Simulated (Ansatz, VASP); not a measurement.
# Two plane-wave programs on TaN

```xyz
4
Lattice="3.0500 0.0000 0.0000 -1.5250 2.6414 0.0000 0.0000 0.0000 4.9400" Properties=species:S:1:pos:R:3 pbc="T T T"
Ta   -0.1144    1.6949   -0.0426
Ta    1.5250    0.8805    2.4700
N     0.0000    1.7609    1.9019
N     1.6394    0.9465    4.4145
```

Alike in both runs: task single point; functional PBE; k mesh 7 × 7 × 4; occupations fermi-dirac, width 0.03 eV; no spin polarisation.

|  | VASP | Ansatz |
| --- | --- | --- |
| version | VASP 6.6.1 | Ansatz 0.2.0 |
| potentials or method | VASP PAW PBE potentials, release 64 (Ta_pv, N) | PAW with Ansatz's default frozen-core files, scalar-relativistic |
| plane-wave cutoff (eV) | 600 | 420 |
| valence electrons in the cell | 32 | 36 |

|  | VASP | Ansatz | Ansatz less VASP |
| --- | --- | --- | --- |
| gap on the k mesh at the Fermi level (eV) | none | none | - |
| rms of the force components (eV/Å) | 7.643 | 7.215 | -0.4272 |

Atom by atom the forces differ by 0.430 eV/Å (rms over components). A gap of «none» marks a metal or a gap that the smearing closes. VASP's potentials hold 32 valence electrons a cell and Ansatz's 36, so a difference there can come from the potentials and not from the codes. Ansatz's warnings: force scf threshold loose, stress scf threshold loose.

Spin-orbit coupling is off throughout.
